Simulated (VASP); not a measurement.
# SiC (Moissanite 3C) (F-43m) in VASP: a series of runs

Aim: see how the results for SiC (Moissanite 3C) move with the level of theory and the settings. Levels: RPBE, revPBE+D3(BJ), BLYP+D4. Tasks: single point.

All numbers are computed with VASP 6.6.1; they aren't measurements. Logs are shortened: lines on timing, memory, paths and dates and some standing lists are left out, and cuts for length are marked.

## (1) The cell of the first run

The structure is cubic, space group F-43m (No. 216). The conventional cell has a = 4.269 Å, b = 4.269 Å, c = 4.269 Å, α = 90.00°, β = 90.00°, γ = 90.00°. Within 2.5 Å of Si (site symmetry -43m) lie 4 C at 1.85 Å. Within 2.5 Å of C (site symmetry -43m) lie 4 Si at 1.85 Å.

## (2) Single point, RPBE

The input, INCAR:

```
SYSTEM = SiC
ALGO = Normal ; EDIFF = 1E-6
ENCUT = 600 ; GGA = RP
GGA_COMPAT = .False. ; ISIF = 2
ISMEAR = -1 ; LASPH = .True.
LCHARG = .False. ; LREAL = .False.
LWAVE = .False. ; NBANDS = 11
NELM = 120 ; PREC = Accurate
SIGMA = 0.05
```

The input, KPOINTS:

```
k-points
0
Gamma
  10 10 10
  0 0 0
```

The input, POSCAR:

```
SiC
1.0
    0.0000000000      2.1345181309      2.1345181309
    2.1345181309      0.0000000000      2.1345181309
    2.1345181309      2.1345181309      0.0000000000
Si C
1 1
Direct
    0.0000000000      0.0000000000      0.0000000000
    0.7500000000      0.7500000000      0.7500000000
```

Potentials or basis: VASP PAW PBE potentials, release 64 (Si, C).

Started as:

```bash
cat potpaw_PBE.64/Si/POTCAR potpaw_PBE.64/C/POTCAR > POTCAR
mpirun -np 1 vasp_std > vasp.out
```

OUTCAR:

```text
SYSTEM = SiC
   EDIFF = 1E-6
   ENCUT = 600
   GGA = RP
   ISIF = 2
   ISMEAR = -1
   LASPH = .True.
   LREAL = .False.
   NELM = 120
   PREC = Accurate

 ion  position               nearest neighbor table
   1  0.000  0.000  0.000-   2 1.85   2 1.85   2 1.85   2 1.85
   2  0.750  0.750  0.750-   1 1.85   1 1.85   1 1.85   1 1.85

  LATTYP: Found a face centered cubic cell.
 ALAT       =     4.2690362618

  Lattice vectors:

 A1 = (   0.0000000000,   2.1345181309,   2.1345181309)
 A2 = (   2.1345181309,   0.0000000000,   2.1345181309)
 A3 = (   2.1345181309,   2.1345181309,   0.0000000000)

Analysis of symmetry for initial positions (statically):
=====================================================================
 Subroutine PRICEL returns:
 Original cell was already a primitive cell.

 Routine SETGRP: Setting up the symmetry group for a
 face centered cubic supercell.

 Subroutine GETGRP returns: Found 24 space group operations
 (whereof 24 operations were pure point group operations)
 out of a pool of 48 trial point group operations.

The static configuration has the point symmetry T_d .

Analysis of symmetry for dynamics (positions and initial velocities):
=====================================================================
 Subroutine PRICEL returns:
 Original cell was already a primitive cell.

 Routine SETGRP: Setting up the symmetry group for a
 face centered cubic supercell.

 Subroutine GETGRP returns: Found 24 space group operations
 (whereof 24 operations were pure point group operations)
 out of a pool of 48 trial point group operations.

The dynamic configuration has the point symmetry T_d .

 Subroutine INISYM returns: Found 24 space group operations
 (whereof 24 operations are pure point group operations),
 and found     1 'primitive' translations

----------------------------------------------------------------------------------------

                                     Primitive cell

  volume of cell :      19.4504

  direct lattice vectors                    reciprocal lattice vectors
     0.000000000  2.134518131  2.134518131    -0.234244907  0.234244907  0.234244907
     2.134518131  0.000000000  2.134518131     0.234244907 -0.234244907  0.234244907
     2.134518131  2.134518131  0.000000000     0.234244907  0.234244907 -0.234244907

  length of vectors
     3.018664490  3.018664490  3.018664490     0.405724079  0.405724079  0.405724079

  position of ions in fractional coordinates (direct lattice)
     0.000000000  0.000000000  0.000000000
     0.750000000  0.750000000  0.750000000

  ion indices of the primitive-cell ions
   primitive index   ion index
                 1           1
                 2           2

----------------------------------------------------------------------------------------

 KPOINTS: k-points

Automatic generation of k-mesh.
 Grid dimensions read from file:
 generate k-points for:   10   10   10

 Generating k-lattice:

  Cartesian coordinates                     Fractional coordinates (reciprocal lattice)
    -0.023424491  0.023424491  0.023424491     0.100000000  0.000000000  0.000000000
     0.023424491 -0.023424491  0.023424491     0.000000000  0.100000000  0.000000000
     0.023424491  0.023424491 -0.023424491     0.000000000  0.000000000  0.100000000

  Length of vectors
     0.040572408  0.040572408  0.040572408

  Shift w.r.t. Gamma in fractional coordinates (k-lattice)
     0.000000000  0.000000000  0.000000000

 Subroutine IBZKPT returns following result:
 ===========================================

 Found     47 irreducible k-points:

 Following reciprocal coordinates:
            Coordinates               Weight
  0.000000  0.000000  0.000000      1.000000
  0.100000  0.000000  0.000000      8.000000
  0.200000  0.000000  0.000000      8.000000
  0.300000  0.000000  0.000000      8.000000
  0.400000  0.000000  0.000000      8.000000
  0.500000  0.000000  0.000000      4.000000
[... 16 lines left out ...]
  0.300000  0.300000  0.000000      6.000000
  0.400000  0.300000  0.000000     24.000000
 [... further k-points ...]
   k-points           NKPTS =     47   k-points in BZ     NKDIM =     47   number of bands    NBANDS=     11
   number of dos      NEDOS =    301   number of ions     NIONS =      2
   total plane-waves  NPLWV =  13824
   dimension x,y,z NGX =    24 NGY =   24 NGZ =   24
   dimension x,y,z NGXF=    48 NGYF=   48 NGZF=   48
   ions per type =               1   1
   NGX,Y,Z   is equivalent  to a cutoff of  13.22, 13.22, 13.22 a.u.
   NGXF,Y,Z  is equivalent  to a cutoff of  26.43, 26.43, 26.43 a.u.
 SYSTEM =  SiC
   PREC   = accura    normal or accurate (medium, high low for compatibility)
   ISTART =      0    job   : 0-new  1-cont  2-samecut
   ICHARG =      2    charge: 1-file 2-atom 10-const
   ISPIN  =      1    spin polarized calculation?
   LNONCOLLINEAR =      F non collinear calculations
   LSORBIT =      F    spin-orbit coupling
   LASPH  =      T    aspherical Exc in radial PAW
   ENCUT  =  600.0 eV  44.10 Ry    6.64 a.u.   6.03  6.03  6.03*2*pi/ulx,y,z
   NELM   =    120;   NELMIN=  2; NELMDL= -5     # of ELM steps
   EDIFF  = 0.1E-05   stopping-criterion for ELM
   LREAL  =      F    real-space projection
   EDIFFG = 0.1E-04   stopping-criterion for IOM
   NSW    =      0    number of steps for IOM
   IBRION =     -1    ionic relax: 0-MD 1-quasi-New 2-CG
   NFREE  =      0    steps in history (QN), initial steepest desc. (CG)
   ISIF   =      2    stress and relaxation
   ISYM   =      2    0-nonsym 1-usesym 2-fastsym
   POTIM  = 0.5000    time-step for ionic-motion
   TEBEG  =    0.0;   TEEND  =   0.0 temperature during run
   PSTRESS=    0.0 pullay stress
   NELECT =       8.0000    total number of electrons
   NUPDOWN=      -1.0000    fix difference up-down
   EMIN   =  10.00;   EMAX   =-10.00  energy-range for DOS
   EFERMI =   0.00;   METHOD = LEGACY
   ISMEAR =    -1;   SIGMA  =   0.05  broadening in eV -4-tet -1-fermi 0-gaus
   EFERMI_NEDOS =   21; number of points for ismear=-14 and -15
   IALGO  =     38    algorithm
   IMIX   =      4    mixing-type and parameters
     AMIX     =   0.40;   BMIX     =  1.00
     AMIX_MAG =   1.60;   BMIX_MAG =  1.00
  volume/ion in A,a.u.               =       9.73        65.63
  Fermi-wavevector in a.u.,A,eV,Ry     =   1.217479  2.300703 20.167321  1.482256
  Thomas-Fermi vector in A             =   2.352798
   LORBIT       =      0    0 simple, 1 ext, 2 COOP (PROOUT), +10 PAW based schemes
   GGA     = RP    functional components
   LHFCALC =     F    Hartree Fock is set to
   AEXX    =    0.0000 exact exchange contribution
   IVDW    =     0    specifies the selected vdW correction
   LEPSILON=     F    determine dielectric tensor
   LRPA    =     F    only Hartree local field effects (RPA)
 non-spin polarized calculation
  energy-cutoff  :      600.00
  volume of cell :       19.45
 maximum number of plane-waves:       662
   NGX = 13   NGY = 13   NGZ = 13

 number of electron       7.9999999 magnetization

 Free energy of the ion-electron system (eV)
  ---------------------------------------------------
  ext. energy  EPLUGINS =         0.00000000
  ---------------------------------------------------
  free energy    TOTEN  =       -14.21019346 eV

  energy without entropy =      -14.21019343  energy(sigma->0) =      -14.21019344

 E-fermi :   9.5732     XC(G=0): -11.5680

 val. band max:        8.9012690274   @ k =   0.0000   0.0000   0.0000
 cond. band min:      10.2018651015   @ k =   0.5000   0.5000   0.0000
 fundamental gap:      1.3005960741
 Fermi energy:         9.5732066816

 k-point     1 :       0.0000    0.0000    0.0000
  band No.  band energies     occupation
      1      -7.0125      2.00000
      2       8.9013      2.00000
      3       8.9013      2.00000
      4       8.9013      2.00000
      5      15.8749      0.00000
      6      16.7064      0.00000
      7      16.7064      0.00000
      8      16.7064      0.00000
      9      23.7201      0.00000
     10      23.7201      0.00000
     11      26.5496      0.00000

 k-point     2 :       0.1000    0.0000    0.0000
  band No.  band energies     occupation
      1      -6.8077      2.00000
      2       7.8826      2.00000
      3       8.7676      2.00000
      4       8.7676      2.00000
      5      16.0454      0.00000
      6      16.9580      0.00000
      7      16.9580      0.00000
      8      17.0755      0.00000
      9      22.7393      0.00000
     10      22.7393      0.00000
     11      25.7955      0.00000

 k-point     3 :       0.2000    0.0000    0.0000
  band No.  band energies     occupation
      1      -6.2017      2.00000
      2       5.7050      2.00000
      3       8.4600      2.00000
      4       8.4600      2.00000
      5      15.7002      0.00000
      6      17.2949      0.00000
      7      17.2949      0.00000
      8      18.3302      0.00000
      9      22.0751      0.00000
     10      22.0751      0.00000
     11      24.8865      0.00000

 k-point     4 :       0.3000    0.0000    0.0000
  band No.  band energies     occupation
      1      -5.2298      2.00000
      2       3.3040      2.00000
      3       8.1424      2.00000
      4       8.1424      2.00000
      5      15.2946      0.00000
      6      17.0536      0.00000
      7      17.0536      0.00000
      8      19.2148      0.00000
      9      23.0221      0.00000
     10      23.0221      0.00000
     11      24.7518      0.00000

 k-point     5 :       0.4000    0.0000    0.0000
  band No.  band energies     occupation
      1      -4.0184      2.00000
      2       1.1516      2.00000
      3       7.9226      2.00000
      4       7.9226      2.00000
      5      15.0324      0.00000
      6      16.5976      0.00000
      7      16.5976      0.00000
      8      19.3886      0.00000
      9      25.1027      0.00000
     10      25.1027      0.00000
     11      25.4934      0.00000
[... 211 lines left out ...]
 k-point    21 :      -0.3000    0.2000    0.0000
  band No.  band energies     occupation
      1      -3.7857      2.00000
      2       2.3080      2.00000
      3       4.9805      2.00000
      4       7.7201      2.00000
      5      14.7359      0.00000
      6      17.7117      0.00000
      7      18.0515      0.00000
      8      19.8802      0.00000
      9      22.0135      0.00000
     10      25.1049      0.00000
     11      28.7413      0.00000

 k-point    22 :      -0.2000    0.2000    0.0000
  band No.  band energies     occupation
      1      -4.9047      2.00000
      2       3.9965      2.00000
      3       5.5835      2.00000
      4       8.2627      2.00000
      5      15.8036      0.00000
      6      17.4760      0.00000
      7      17.7291      0.00000
      8      18.6766      0.00000
      9      20.6806      0.00000
     10      25.0336      0.00000
     11      28.7464      0.00000

 k-point    23 :       0.3000    0.3000    0.0000
  band No.  band energies     occupation
      1      -4.6282      2.00000
      2       4.5179      2.00000
      3       6.4619      2.00000
      4       6.4619      2.00000
      5      12.1896      0.00000
      6      14.8017      0.00000
      7      21.1185      0.00000
      8      21.1185      0.00000
      9      22.1386      0.00000
     10      26.4255      0.00000
     11      31.3179      0.00000

 k-point    24 :       0.4000    0.3000    0.0000
  band No.  band energies     occupation
      1      -3.7139      2.00000
      2       3.2471      2.00000
      3       5.6404      2.00000
      4       6.1912      2.00000
      5      11.8297      0.00000
      6      14.8394      0.00000
      7      21.2689      0.00000
      8      21.4836      0.00000
      9      23.5085      0.00000
     10      27.5274      0.00000
     11      31.1450      0.00000

 [... further k-points ...]
[... 5 lines left out ...]
  --------------------------------------------------------------------------------------
  -------------------------------------------------------------------------------------
  Total        2.6445692      2.6445692      2.6445692     -0.0000000     -0.0000000     -0.0000000
  in kB      217.8391697    217.8391697    217.8391697     -0.0000000     -0.0000000     -0.0000000
  external PRESSURE =     217.8391697 kB  Pullay stress =       0.0000000 kB

 VOLUME and BASIS-vectors are now :
 -----------------------------------------------------------------------------
  energy-cutoff  :      600.00
  volume of cell :       19.45
      direct lattice vectors                 reciprocal lattice vectors
     0.000000000  2.134518131  2.134518131    -0.234244907  0.234244907  0.234244907
     2.134518131  0.000000000  2.134518131     0.234244907 -0.234244907  0.234244907
     2.134518131  2.134518131  0.000000000     0.234244907  0.234244907 -0.234244907

 POSITION                                       TOTAL-FORCE (eV/Angst)
 -----------------------------------------------------------------------------------
      0.00000      0.00000      0.00000        -0.000000     -0.000000      0.000000
      3.20178      3.20178      3.20178         0.000000      0.000000     -0.000000
 -----------------------------------------------------------------------------------
    total drift:                               -0.000000     -0.000000     -0.000000

  FREE ENERGIE OF THE ION-ELECTRON SYSTEM (eV)
  ---------------------------------------------------
  free  energy   TOTEN  =       -14.2101934596 eV

  energy  without entropy=      -14.2101934295  energy(sigma->0) =      -14.21019344
```

Run time: 18 s. Hardware: 1 thread of AMD EPYC 7R43 (Zen 3), shared host; peak memory 0.1 GiB.

What came out:

* Free energy: -14.2102 eV
* Pressure: 21.8 GPa
* Band gap on the k mesh: 1.30 eV, indirect (least direct gap 4.59 eV)

Levels at points of the mesh, in eV from the valence-band top:
```csv
k point,band 1,band 2,band 3,band 4,band 5,band 6,band 7,band 8,band 9
"(0.00, 0.00, 0.00)",-15.91,0.00,0.00,0.00,6.97,7.81,7.81,7.81,14.82
"(0.50, 0.00, 0.00)",-12.13,-8.86,-1.06,-1.06,6.04,7.50,7.50,10.45,17.12
"(0.50, 0.50, 0.00)",-10.63,-7.97,-3.29,-3.29,1.30,4.60,14.84,14.84,15.77
```

Caveat: the PAW data sets were made with another functional, which shifts forces and pressure a little.

## (3) Single point, revPBE+D3(BJ)

The input, INCAR:

```
SYSTEM = SiC
  PREC = Accurate
  ENCUT = 600
  EDIFF = 1E-6
  ISMEAR = -1
  SIGMA = 0.05
  LREAL = .False.
  LASPH = .True.
  NELM = 120
  ALGO = Normal
  ISIF = 2
  LWAVE = .False.
  LCHARG = .True.
  GGA = RE
  IVDW = 12
  LELF = .True.
  LVHAR = .True.
  NBANDS = 11
  GGA_COMPAT = .False.
```

The input, KPOINTS:

```
regular mesh
0
Gamma
  10 10 10
  0 0 0
```

POSCAR is that of step 2.

Potentials or basis: VASP PAW PBE potentials, release 64 (Si, C).

Started as:

```bash
cat potpaw_PBE.64/Si/POTCAR potpaw_PBE.64/C/POTCAR > POTCAR
mpirun -np 1 vasp_std > vasp.out
```

It took 16 s on 1 thread of AMD EPYC 7R43 (Zen 3), shared host; peak memory 0.12 GiB.

The run converged. Its results:

* Free energy: -15.6221 eV
* Pressure: 10.4 GPa
* Band gap on the k mesh: 1.30 eV, indirect (least direct gap 4.59 eV)
* Dispersion energy per atom: -0.639 eV

Levels at points of the mesh, in eV from the valence-band top:
| k point | band 1 | band 2 | band 3 | band 4 | band 5 | band 6 | band 7 | band 8 | band 9 |
| --- | --- | --- | --- | --- | --- | --- | --- | --- | --- |
| (0.00, 0.00, 0.00) | -15.91 | 0.00 | 0.00 | 0.00 | 6.97 | 7.79 | 7.79 | 7.79 | 14.83 |
| (0.50, 0.00, 0.00) | -12.12 | -8.87 | -1.06 | -1.06 | 6.03 | 7.50 | 7.50 | 10.44 | 17.08 |
| (0.50, 0.50, 0.00) | -10.62 | -7.98 | -3.30 | -3.30 | 1.30 | 4.59 | 14.82 | 14.82 | 15.73 |

Caveat: the PAW data sets were made with another functional, which shifts forces and pressure a little. A k mesh can miss the band edges.

## (4) Single point, BLYP+D4

The input, INCAR:

```
  PREC = Accurate
  ENCUT = 600
  EDIFF = 1E-6
  ISMEAR = -1
  SIGMA = 0.05
  LREAL = False
  LASPH = True
  NELM = 120
  ALGO = Normal
  ISIF = 2
  LWAVE = False
  LCHARG = False
  GGA = B5
  ALDAX = 1.0
  AGGAX = 1.0
  AGGAC = 1.0
  ALDAC = 0.0
  IVDW = 13
  VDW_S6 = 1.0
  VDW_S8 = 2.34076671
  VDW_A1 = 0.44488865
  VDW_A2 = 4.0933009
  NBANDS = 11
  GGA_COMPAT = False
```

The input, KPOINTS:

```
regular mesh
0
Gamma
  10 10 10
```

POSCAR is that of step 3.

Started as:

```bash
cat potpaw_PBE.64/Si/POTCAR potpaw_PBE.64/C/POTCAR > POTCAR
mpirun -np 1 vasp_std > vasp.out
```

It took 26 s on 1 thread of AMD EPYC 7R43 (Zen 3), shared host; peak memory 0.1 GiB.

The run converged. Its results:

```yaml
Free_energy: -14.8770 eV
Pressure: 14.3 GPa
Band_gap_on_the_k_mesh: 1.66 eV, indirect (least direct gap 4.91 eV)
Dispersion_energy_per_atom: -0.677 eV
```

Levels at points of the mesh, in eV from the valence-band top:
```
           k point  band 1  band 2  band 3  band 4  band 5  band 6  band 7  band 8
(0.00, 0.00, 0.00)  -15.76    0.00    0.00    0.00    7.18    7.84    7.84    7.84
(0.50, 0.00, 0.00)  -12.02   -8.72   -1.06   -1.06    6.15    7.67    7.67   10.72
(0.50, 0.50, 0.00)  -10.51   -7.91   -3.25   -3.25    1.66    4.78   14.84   14.84
```

Caveat: the PAW data sets were made with another functional, which shifts forces and pressure a little. A k mesh can miss the band edges.

## (5) Overview

| level | gap on the mesh (eV) | pressure (GPa) |
| --- | --- | --- |
| RPBE | 1.30 | 21.8 |
| revPBE+D3(BJ) | 1.30 | 10.4 |
| BLYP+D4 | 1.66 | 14.3 |

Alike in all rows: task single point; potentials or basis VASP PAW PBE potentials, release 64 (Si, C); no spin polarisation; cell as given; k mesh 10 × 10 × 10; cutoff (eV) 600; smearing fermi-dirac 0.05 eV.

On the cell as given the gap runs from 1.30 eV (revPBE+D3(BJ)) to 1.66 eV (BLYP+D4). The pressure there spans 10.4 GPa (revPBE+D3(BJ)) to 21.8 GPa (RPBE); a positive pressure means that this level wants a larger cell, a negative one a smaller.

Caveats: the PAW data sets were made with another functional, which shifts forces and pressure a little.

Absolute energies hang on the potentials; compare differences alone.
